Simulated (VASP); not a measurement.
Write the native input for VASP 6.6.1 that does the following.

```
Task                   : single point
Functional             : PBEsol
Potentials or basis    : VASP PAW PBE potentials, release 64 (Mg, O)
Cutoff                 : 600 eV
k mesh                 : 9 × 9 × 4
Occupations            : gaussian, width 0.05 eV
Spin                   : no spin polarisation
Dipole correction      : no
Further INCAR settings : ALGO = Normal; EDIFF = 1e-06; NBANDS = 26
```

The structure of MgO lies in POSCAR:

```
MgO
1.0
    3.3034678071      0.0000000000      0.0000000000
   -1.6517339036      2.8608870415      0.0000000000
    0.0000000000      0.0000000000     10.0387760228
Mg O
4 4
Direct
    0.2098267567      0.6666666667     -0.0038786962
    0.4568399100      0.6666666667      0.5075370382
    0.5960886011      0.3333333333      0.2496368060
    0.7372447323      0.3333333333      0.7540215360
    0.2588156863      0.6666666667      0.1952830690
    0.4078509804      0.6666666667      0.7056585890
    0.7823475373      0.3333333333      0.4528562646
    0.5509857961      0.3333333333      0.9480853934
```

This cell differs from its parent crystal: atoms displaced along several vibrational modes.

These files were run (other wordings do the same):

INCAR

```
ALGO = Normal
EDIFF = 1E-6
ENCUT = 600
GGA = PS
GGA_COMPAT = F
ISIF = 2
ISMEAR = 0
LASPH = T
LCHARG = T
LELF = T
LREAL = F
LVHAR = T
LWAVE = F
NBANDS = 26
NELM = 120
PREC = Accurate
SIGMA = 0.05
```

KPOINTS

```
k-points
0
Gamma
  9 9 4
```

Potentials or basis: VASP PAW PBE potentials, release 64 (Mg, O).

The run is started by

```bash
$ cat potpaw_PBE.64/Mg/POTCAR potpaw_PBE.64/O/POTCAR > POTCAR
$ mpirun -np 1 vasp_std > vasp.out
```

It gave:

```json
{
 "Pressure": "-1.1 GPa",
 "Largest force": "1.054 eV/Å",
 "Band gap on the k mesh": "2.94 eV"
}
```

Caveat: the cell differs from its parent crystal (atoms displaced along several vibrational modes); the stress differs along the axes, from -4 to 1 GPa; the PAW data sets were made with another functional, which shifts forces and pressure a little.

Wall time 2.9 min on 1 thread of Intel(R) Xeon(R) 6975P-C (Granite Rapids), on a shared host, peak memory 0.52 GiB.
